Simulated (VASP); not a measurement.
# PbO2 (Fm-3m) in VASP: a series of runs

Runs on PbO2. Level: PBEsol. Tasks: relaxation of cell and atoms.

All numbers are computed with VASP 6.6.1; they aren't measurements. Logs are shortened: lines on timing, memory, paths and dates and some standing lists are left out, and cuts for length are marked.

**1. The cell of the first run**

The structure is cubic, space group Fm-3m (No. 225). Conventional cell: a = 5.404 Å, b = 5.404 Å, c = 5.404 Å, α = 90.00°, β = 90.00°, γ = 90.00°. Pb (site symmetry m-3m) has 8 O at 2.34 Å within 3.1 Å. O (site symmetry -43m) has 4 Pb at 2.34 Å and 6 O at 2.70 Å within 3.1 Å.

**2. Relaxation of cell and atoms, PBEsol, target pressure 20 GPa, at which the enthalpy is minimised**

INCAR

```
SYSTEM = PbO2
PREC     = Accurate       ! precision mode
ENCUT    = 600            ! plane-wave cutoff, eV
EDIFF    = 1E-6           ! SCF threshold, eV
ISMEAR   = -1             ! smearing method
SIGMA    = 0.05           ! smearing width, eV
LREAL    = .FALSE.        ! projectors in reciprocal space
LASPH    = .TRUE.         ! aspherical terms in the spheres
NELM     = 60             ! most SCF steps
ALGO     = Normal         ! electronic algorithm
ISIF     = 3              ! what is computed and relaxed
LWAVE    = .FALSE.        ! write WAVECAR
LCHARG   = .FALSE.        ! write CHGCAR
GGA      = PS             ! functional
IBRION   = 2              ! ionic algorithm
NSW      = 80             ! ionic steps
EDIFFG   = -0.005         ! ionic threshold
PSTRESS  = 200.0
```

KPOINTS

```
Automatic mesh
0
G
  9 9 9
  0 0 0
```

POSCAR

```
PbO2
1.0
    0.0000000000      2.7019920000      2.7019920000
    2.7019920000      0.0000000000      2.7019920000
    2.7019920000      2.7019920000      0.0000000000
Pb O
1 2
Direct
    0.0000000000      0.0000000000      0.0000000000
    0.7500000000      0.7500000000      0.7500000000
    0.2500000000      0.2500000000      0.2500000000
```

Potentials or basis: VASP PAW PBE potentials, release 64 (Pb_d, O).

Command:

```
cat potpaw_PBE.64/Pb_d/POTCAR potpaw_PBE.64/O/POTCAR > POTCAR
mpirun -np 1 vasp_std > vasp.out
```

OUTCAR:

```text
SYSTEM = PbO2
   PREC = Accurate
   ENCUT = 600
   EDIFF = 1E-6
   ISMEAR = -1
   LREAL = .FALSE.
   LASPH = .TRUE.
   NELM = 60
   ISIF = 3
   GGA = PS
   IBRION = 2
   NSW = 80
   EDIFFG = -0.005
   PSTRESS = 200.0

 ion  position               nearest neighbor table
   1  0.000  0.000  0.000-   2 2.34   2 2.34   2 2.34   3 2.34   3 2.34   3 2.34   3 2.34   2 2.34

   2  0.750  0.750  0.750-   1 2.34   1 2.34   1 2.34   1 2.34
   3  0.250  0.250  0.250-   1 2.34   1 2.34   1 2.34   1 2.34

  LATTYP: Found a face centered cubic cell.
 ALAT       =     5.4039840000

  Lattice vectors:

 A1 = (   0.0000000000,   2.7019920000,   2.7019920000)
 A2 = (   2.7019920000,   0.0000000000,   2.7019920000)
 A3 = (   2.7019920000,   2.7019920000,   0.0000000000)

Analysis of symmetry for initial positions (statically):
=====================================================================
 Subroutine PRICEL returns:
 Original cell was already a primitive cell.

 Routine SETGRP: Setting up the symmetry group for a
 face centered cubic supercell.

 Subroutine GETGRP returns: Found 48 space group operations
 (whereof 48 operations were pure point group operations)
 out of a pool of 48 trial point group operations.

The static configuration has the point symmetry O_h .

Analysis of symmetry for dynamics (positions and initial velocities):
=====================================================================
 Subroutine PRICEL returns:
 Original cell was already a primitive cell.

 Routine SETGRP: Setting up the symmetry group for a
 face centered cubic supercell.

 Subroutine GETGRP returns: Found 48 space group operations
 (whereof 48 operations were pure point group operations)
 out of a pool of 48 trial point group operations.

The dynamic configuration has the point symmetry O_h .

 Subroutine INISYM returns: Found 48 space group operations
 (whereof 48 operations are pure point group operations),
 and found     1 'primitive' translations

----------------------------------------------------------------------------------------

                                     Primitive cell

  volume of cell :      39.4532

  direct lattice vectors                    reciprocal lattice vectors
     0.000000000  2.701992000  2.701992000    -0.185048660  0.185048660  0.185048660
     2.701992000  0.000000000  2.701992000     0.185048660 -0.185048660  0.185048660
     2.701992000  2.701992000  0.000000000     0.185048660  0.185048660 -0.185048660

  length of vectors
     3.821193732  3.821193732  3.821193732     0.320513682  0.320513682  0.320513682

  position of ions in fractional coordinates (direct lattice)
     0.000000000  0.000000000  0.000000000
     0.750000000  0.750000000  0.750000000
     0.250000000  0.250000000  0.250000000

  ion indices of the primitive-cell ions
   primitive index   ion index
                 1           1
                 2           2
                 3           3

----------------------------------------------------------------------------------------

 KPOINTS: Automatic mesh

Automatic generation of k-mesh.
 Grid dimensions read from file:
 generate k-points for:    9    9    9

 Generating k-lattice:

  Cartesian coordinates                     Fractional coordinates (reciprocal lattice)
    -0.020560962  0.020560962  0.020560962     0.111111111  0.000000000  0.000000000
     0.020560962 -0.020560962  0.020560962     0.000000000  0.111111111  0.000000000
     0.020560962  0.020560962 -0.020560962     0.000000000  0.000000000  0.111111111

  Length of vectors
     0.035612631  0.035612631  0.035612631

  Shift w.r.t. Gamma in fractional coordinates (k-lattice)
     0.000000000  0.000000000  0.000000000

 Subroutine IBZKPT returns following result:
 ===========================================

 Found     35 irreducible k-points:

 Following reciprocal coordinates:
            Coordinates               Weight
  0.000000  0.000000  0.000000      1.000000
  0.111111  0.000000  0.000000      8.000000
  0.222222  0.000000  0.000000      8.000000
  0.333333  0.000000  0.000000      8.000000
  0.444444  0.000000  0.000000      8.000000
  0.111111  0.111111  0.000000      6.000000
[... 16 lines left out ...]
 -0.333333  0.333333  0.000000     12.000000
  0.444444  0.444444  0.000000      6.000000
 [... further k-points ...]
   k-points           NKPTS =     35   k-points in BZ     NKDIM =     35   number of bands    NBANDS=     17
   number of dos      NEDOS =    301   number of ions     NIONS =      3
   total plane-waves  NPLWV =  32768
   dimension x,y,z NGX =    32 NGY =   32 NGZ =   32
   dimension x,y,z NGXF=    64 NGYF=   64 NGZF=   64
   ions per type =               1   2
   NGX,Y,Z   is equivalent  to a cutoff of  13.92, 13.92, 13.92 a.u.
   NGXF,Y,Z  is equivalent  to a cutoff of  27.84, 27.84, 27.84 a.u.
 SYSTEM =  PbO2
   PREC   = accura    normal or accurate (medium, high low for compatibility)
   ISTART =      0    job   : 0-new  1-cont  2-samecut
   ICHARG =      2    charge: 1-file 2-atom 10-const
   ISPIN  =      1    spin polarized calculation?
   LNONCOLLINEAR =      F non collinear calculations
   LSORBIT =      F    spin-orbit coupling
   LASPH  =      T    aspherical Exc in radial PAW
   ENCUT  =  600.0 eV  44.10 Ry    6.64 a.u.   7.63  7.63  7.63*2*pi/ulx,y,z
   NELM   =     60;   NELMIN=  2; NELMDL= -5     # of ELM steps
   EDIFF  = 0.1E-05   stopping-criterion for ELM
   LREAL  =      F    real-space projection
   EDIFFG = -.5E-02   stopping-criterion for IOM
   NSW    =     80    number of steps for IOM
   IBRION =      2    ionic relax: 0-MD 1-quasi-New 2-CG
   NFREE  =      1    steps in history (QN), initial steepest desc. (CG)
   ISIF   =      3    stress and relaxation
   ISYM   =      2    0-nonsym 1-usesym 2-fastsym
   POTIM  = 0.5000    time-step for ionic-motion
   TEBEG  =    0.0;   TEEND  =   0.0 temperature during run
   PSTRESS=  200.0 pullay stress
   NELECT =      26.0000    total number of electrons
   NUPDOWN=      -1.0000    fix difference up-down
   EMIN   =  10.00;   EMAX   =-10.00  energy-range for DOS
   EFERMI =   0.00;   METHOD = LEGACY
   ISMEAR =    -1;   SIGMA  =   0.05  broadening in eV -4-tet -1-fermi 0-gaus
   EFERMI_NEDOS =   21; number of points for ismear=-14 and -15
   IALGO  =     38    algorithm
   IMIX   =      4    mixing-type and parameters
     AMIX     =   0.40;   BMIX     =  1.00
     AMIX_MAG =   1.60;   BMIX_MAG =  1.00
  volume/ion in A,a.u.               =      13.15        88.75
  Fermi-wavevector in a.u.,A,eV,Ry     =   1.424640  2.692180 27.614384  2.029600
  Thomas-Fermi vector in A             =   2.545110
   LORBIT       =      0    0 simple, 1 ext, 2 COOP (PROOUT), +10 PAW based schemes
   GGA     = PS    functional components
   LHFCALC =     F    Hartree Fock is set to
   AEXX    =    0.0000 exact exchange contribution
   IVDW    =     0    specifies the selected vdW correction
   LEPSILON=     F    determine dielectric tensor
   LRPA    =     F    only Hartree local field effects (RPA)
 conjugate gradient relaxation of ions
 non-spin polarized calculation
  energy-cutoff  :      600.00
  volume of cell :       39.45
 maximum number of plane-waves:      1363
   NGX = 15   NGY = 15   NGZ = 15

--------------------------------------- Ionic step        1  -------------------------------------------

 number of electron      25.9999996 magnetization

 Free energy of the ion-electron system (eV)
  ---------------------------------------------------
  ext. energy  EPLUGINS =         0.00000000
  ---------------------------------------------------
  free energy    TOTEN  =       -16.77530742 eV

  energy without entropy =      -16.76946955  energy(sigma->0) =      -16.77238849

------------------------ aborting loop because EDIFF is reached ----------------------------------------

  FORCE on cell =-STRESS in cart. coord.  units (eV):
  Direction    XX          YY          ZZ          XY          YZ          ZX
  --------------------------------------------------------------------------------------
  -------------------------------------------------------------------------------------
  Total       -1.3762953     -1.3762953     -1.3762953      0.0000000     -0.0000000     -0.0000000
  in kB      -55.8907636    -55.8907636    -55.8907636      0.0000000     -0.0000000     -0.0000000
  external PRESSURE =    -255.8907636 kB  Pullay stress =     200.0000000 kB
[... 26 lines left out ...]
--------------------------------------- Ionic step        2  -------------------------------------------

 number of electron      26.0000003 magnetization

 E-fermi :  10.5221     XC(G=0): -13.2471

 val. band max:       10.5213298092   @ k =   0.0000   0.0000   0.0000
 cond. band min:      11.6959161537   @ k =   0.1111   0.0000   0.0000
 fundamental gap:      1.1745863445
 Fermi energy:        10.5221389703

 k-point     1 :       0.0000    0.0000    0.0000
  band No.  band energies     occupation
      1     -11.4287      2.00000
      2      -6.2119      2.00000
      3      -6.2119      2.00000
      4      -6.2119      2.00000
      5      -6.0346      2.00000
      6      -5.3311      2.00000
[... 457 lines left out ...]
      4      -5.4113      2.00000
      5      -5.4113      2.00000
      6      -5.1454      2.00000
[... 9 lines left out ...]
     16      21.0744      0.00000
     17      24.2715      0.00000

 [... further k-points ...]

------------------------ aborting loop because EDIFF is reached ----------------------------------------

  FORCE on cell =-STRESS in cart. coord.  units (eV):
  Direction    XX          YY          ZZ          XY          YZ          ZX
  --------------------------------------------------------------------------------------
  -------------------------------------------------------------------------------------
  Total       15.3264496     15.3264496     15.3264496     -0.0000000     -0.0000000      0.0000000
  in kB      857.5680548    857.5680548    857.5680548     -0.0000000     -0.0000000      0.0000000
  external PRESSURE =     657.5680548 kB  Pullay stress =     200.0000000 kB
[... 182 lines left out ...]
--------------------------------------- Ionic step        7  -------------------------------------------

 number of electron      25.9999996 magnetization

 Free energy of the ion-electron system (eV)
  ---------------------------------------------------
  ext. energy  EPLUGINS =         0.00000000
  ---------------------------------------------------
  free energy    TOTEN  =       -16.59307662 eV

  energy without entropy =      -16.59098213  energy(sigma->0) =      -16.59202938

 E-fermi :   7.5515     XC(G=0): -12.2131

 val. band max:        7.4158640921   @ k =  -0.3333   0.4444   0.2222
 cond. band min:       7.6451286401   @ k =   0.1111   0.0000   0.0000
 fundamental gap:      0.2292645481
 Fermi energy:         7.5515272462

 k-point     1 :       0.0000    0.0000    0.0000
  band No.  band energies     occupation
      1     -12.2980      2.00000
      2      -8.4548      2.00000
      3      -8.4548      2.00000
      4      -8.4548      2.00000
      5      -8.4174      2.00000
      6      -8.0065      2.00000
[... 457 lines left out ...]
      4      -8.0261      2.00000
      5      -8.0261      2.00000
      6      -7.9022      2.00000
[... 9 lines left out ...]
     16      17.3894      0.00000
     17      19.4878      0.00000

 [... further k-points ...]

------------------------ aborting loop because EDIFF is reached ----------------------------------------

  FORCE on cell =-STRESS in cart. coord.  units (eV):
  Direction    XX          YY          ZZ          XY          YZ          ZX
  --------------------------------------------------------------------------------------
  -------------------------------------------------------------------------------------
  Total        4.2695146      4.2695146      4.2695146     -0.0000000      0.0000000      0.0000000
  in kB      200.0037429    200.0037429    200.0037429     -0.0000000      0.0000000      0.0000000
  external PRESSURE =       0.0037429 kB  Pullay stress =     200.0000000 kB
[... 22 lines left out ...]
  energy  without entropy=      -16.5909821342  energy(sigma->0) =      -16.59202938

  enthalpy is  TOTEN    =       -12.3236418849 eV   P V=        4.2694347364

 reached required accuracy - stopping structural energy minimisation
```

Run time: 56 s. Hardware: 1 thread of Intel Xeon 6975P-C (Granite Rapids), shared host; peak memory 0.2 GiB.

Results:

- Free energy: -16.5931 eV
- Relaxed volume: 11.40 Å³/atom
- Relaxed cell: a = 3.644 Å, b = 3.644 Å, c = 3.644 Å, α = 60.00°, β = 60.00°, γ = 60.00°
- Space group after relaxing (to 0.1 Å): Fm-3m (No. 225)
- Energy change on relaxing (the run minimises the enthalpy): +60.7 meV/atom
- Ionic steps: 7
- Pressure after relaxing: 20.0 GPa
- Band gap on the k mesh: zero (bands 13 and 14 overlap by 1.50 eV)

The path:
| step | energy change (eV) | largest force (eV/Å) | pressure (GPa) | volume (Å³) |
| --- | --- | --- | --- | --- |
| 1 | 0.0000 | 0.0000 | -5.59 | 39.45 |
| 2 | 1.8478 | 0.0000 | 85.76 | 28.63 |
| 3 | 0.1552 | 0.0000 | 18.42 | 34.43 |
| 4 | 0.1756 | 0.0000 | 19.61 | 34.26 |
| 5 | 0.1879 | 0.0000 | 20.32 | 34.16 |
| 6 | 0.1754 | 0.0000 | 19.61 | 34.26 |
| 7 | 0.1822 | 0.0000 | 20.00 | 34.20 |

Final structure:
```
CELL_PARAMETERS angstrom
0.00000 2.57636 2.57636
2.57636 0.00000 2.57636
2.57636 2.57636 0.00000
ATOMIC_POSITIONS crystal
Pb 0.00000 0.00000 0.00000
O 0.75000 0.75000 0.75000
O 0.25000 0.25000 0.25000
```

Caveat: the cell is relaxed towards a set pressure, so the run minimises the enthalpy, not the energy; the PAW data sets were made with another functional, which shifts forces and pressure a little; spin-orbit coupling is left out, which moves the levels of the heavy elements.

**3. Relaxation of cell and atoms, PBEsol, target pressure 30 GPa, at which the enthalpy is minimised**

INCAR

```
SYSTEM = PbO2
PREC = Accurate ; ENCUT = 600
EDIFF = 1E-6 ; ISMEAR = -1
SIGMA = 0.05 ; LREAL = .False.
LASPH = .True. ; NELM = 100
ALGO = Normal ; ISIF = 3
LWAVE = .False. ; LCHARG = .False.
GGA = PS ; IBRION = 2
NSW = 80 ; EDIFFG = -0.005
PSTRESS = 300.0
```

KPOINTS

```
Automatic mesh
0
Gamma
  9 9 9
  0 0 0
```

POSCAR is that of step 2.

Potentials or basis: VASP PAW PBE potentials, release 64 (Pb_d, O).

Command:

```
cat potpaw_PBE.64/Pb_d/POTCAR potpaw_PBE.64/O/POTCAR > POTCAR
mpirun -np 1 vasp_std > vasp.out
```

It took 45 s on 1 thread of Intel Xeon 6975P-C (Granite Rapids), shared host; peak memory 0.2 GiB.

It converged, with:

* Free energy: -16.3990 eV
* Relaxed volume: 10.98 Å³/atom
* Relaxed cell: a = 3.598 Å, b = 3.598 Å, c = 3.598 Å, α = 60.00°, β = 60.00°, γ = 60.00°
* Space group after relaxing (to 0.1 Å): Fm-3m (No. 225)
* Energy change on relaxing (the run minimises the enthalpy): +125.4 meV/atom
* Ionic steps: 5
* Pressure after relaxing: 30.0 GPa
* Band gap on the k mesh: zero (bands 13 and 14 overlap by 1.23 eV)

Step by step:
```tsv
step	energy change (eV)	largest force (eV/Å)	pressure (GPa)	volume (Å³)
1	0.0000	0.0000	-5.59	39.45
2	4.7055	0.0000	176.63	25.01
3	0.2920	0.0000	25.90	33.43
4	0.3485	0.0000	28.69	33.10
5	0.3763	0.0000	30.00	32.95
```

Final structure:
```
Pb O
1.0
     0.00000    2.54451    2.54451
     2.54451    0.00000    2.54451
     2.54451    2.54451    0.00000
Pb O
1 2
Direct
  0.00000 0.00000 0.00000
  0.75000 0.75000 0.75000
  0.25000 0.25000 0.25000
```

Levels at points of the mesh, in eV from the Fermi level:
```
           k point  band 9  band 10  band 11  band 12  band 13  band 14  band 15  band 16  band 17
(0.00, 0.00, 0.00)   -2.40    -2.40    -1.77    -1.77    -1.77    -1.41     7.17     7.17     7.17
```

Caveat: the cell is relaxed towards a set pressure, so the run minimises the enthalpy, not the energy; the volume moved by over 15 % at a fixed basis, so the end points are rough; the PAW data sets were made with another functional, which shifts forces and pressure a little; spin-orbit coupling is left out, which moves the levels of the heavy elements.

The gap in the log of VASP goes by the Fermi energy; the results here count the filled bands.